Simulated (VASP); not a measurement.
Set up this calculation in VASP 6.6.1, as the native input.

```yaml
Task: single point
Functional: r2SCAN
Potentials_or_basis: VASP PAW PBE potentials, release 64 (Sn_d, Se)
Cutoff: 520 eV
k_mesh: 6 × 6 × 6
Occupations: fermi-dirac, width 0.02 eV
Spin: no spin polarisation
Dipole_correction: no
Further_INCAR_settings: ALGO = Normal; EDIFF = 1e-06; NBANDS = 17
```

The system is SnSe.

```
Sn Se
1.0
     0.00000    2.97179    2.97179
     2.97179    0.00000    2.97179
     2.97179    2.97179    0.00000
Sn Se
1 1
Cartesian
  0.0000 0.0000 0.0000
  2.9718 2.9718 2.9718
```

This cell differs from its parent crystal: volume changed by -3%.

The input as run:

POSCAR

```
SnSe
1.0
    0.0000000000      2.9717867114      2.9717867114
    2.9717867114      0.0000000000      2.9717867114
    2.9717867114      2.9717867114      0.0000000000
Sn Se
1 1
Direct
    0.0000000000      0.0000000000      0.0000000000
    0.5000000000      0.5000000000      0.5000000000
```

INCAR.step1

```
ALGO = Normal
EDIFF = 1E-4
ENCUT = 520
GGA = PE
ISMEAR = -1
LASPH = T
LCHARG = F
LREAL = F
LWAVE = T
NBANDS = 17
NELM = 100
PREC = Accurate
SIGMA = 0.02
```

INCAR.step2

```
ALGO = Normal
EDIFF = 1E-6
ENCUT = 520
ISIF = 2
ISMEAR = -1
ISTART = 1
LASPH = T
LCHARG = F
LMIXTAU = T
LREAL = F
LWAVE = F
METAGGA = R2SCAN
NBANDS = 17
NELM = 100
PREC = Accurate
SIGMA = 0.02
```

KPOINTS

```
k-points
0
Gamma
  6 6 6
```

Potentials or basis: VASP PAW PBE potentials, release 64 (Sn_d, Se).

Command:

```sh
$ cat potpaw_PBE.64/Sn_d/POTCAR potpaw_PBE.64/Se/POTCAR > POTCAR
$ cp INCAR.step1 INCAR
$ mpirun -np 1 vasp_std > vasp.out
$ cp INCAR.step2 INCAR
$ mpirun -np 1 vasp_std > vasp.out
```

It gave:

```json
{
 "Pressure": "1.7 GPa",
 "Band gap on the k mesh": "0.64 eV, direct"
}
```

Caveat: the PAW data sets were made with another functional, which shifts forces and pressure a little; spin-orbit coupling is left out, which moves the levels of the heavy elements.

Run time: 31 s on 1 thread of Intel Xeon 6975P-C, on a shared host, peak memory 0.19 GiB.
